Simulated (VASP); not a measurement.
Write the native input for VASP 6.6.1 that does the following.

```yaml
Task: single point
Functional: PBE
Potentials_or_basis: VASP PAW PBE potentials, release 64 (Al, O)
Cutoff: 520 eV
k_mesh: 6 × 4 × 8
Occupations: gaussian, width 0.05 eV
Spin: no spin polarisation
Dipole_correction: no
Further_INCAR_settings: ALGO = Normal; EDIFF = 1e-06; NBANDS = 35
```

The structure of Al2O3 lies in POSCAR:

```
Al2O3
1.0
    4.3352025006      0.0000000000      0.0000000000
    0.0000000000      8.9272541994      0.0000000000
    0.0000000000      0.0000000000      2.7836547536
Al O
4 6
Direct
    0.4317423466      0.3295573566      0.5000000000
    0.5682576534      0.6704426434      0.5000000000
    0.9317423466      0.1704426434      0.0000000000
    0.0682576534      0.8295573566      0.0000000000
    0.7545470293      0.2269610254      0.5000000000
    0.0000000000      0.0000000000      0.0000000000
    0.7454529707      0.7269610254      0.0000000000
    0.2545470293      0.2730389746      0.0000000000
    0.2454529707      0.7730389746      0.5000000000
    0.5000000000      0.5000000000      0.5000000000
```

This cell differs from its parent crystal: strain -0.080 along x and y, -0.080 along z.

One way to write it, as run:

INCAR

```
PREC = Accurate
ENCUT = 520
EDIFF = 1E-6
ISMEAR = 0
SIGMA = 0.05
LREAL = False
LASPH = True
NELM = 60
ALGO = Normal
ISIF = 2
LWAVE = False
LCHARG = False
GGA = PE
NBANDS = 35
```

KPOINTS

```
regular mesh
0
Gamma
  6 4 8
```

Potentials or basis: VASP PAW PBE potentials, release 64 (Al, O).

Run with:

```bash
$ cat potpaw_PBE.64/Al/POTCAR potpaw_PBE.64/O/POTCAR > POTCAR
$ mpirun -np 1 vasp_std > vasp.out
```

Results of the run:

The pressure is 59.3 GPa, the largest force is 1.835 eV/Å and the band gap on the k mesh is 4.65 eV.

Caveat: the cell differs from its parent crystal (strain -0.080 along x and y, -0.080 along z); the stress differs along the axes, from 47 to 74 GPa; forces of over 1 eV/Å act on the atoms, so gaps and moduli don't describe the material at rest.

Wall time 2 min on 1 thread of AMD EPYC 9R45 96-Core Processor (Zen 5), on a shared host, peak memory 0.28 GiB.
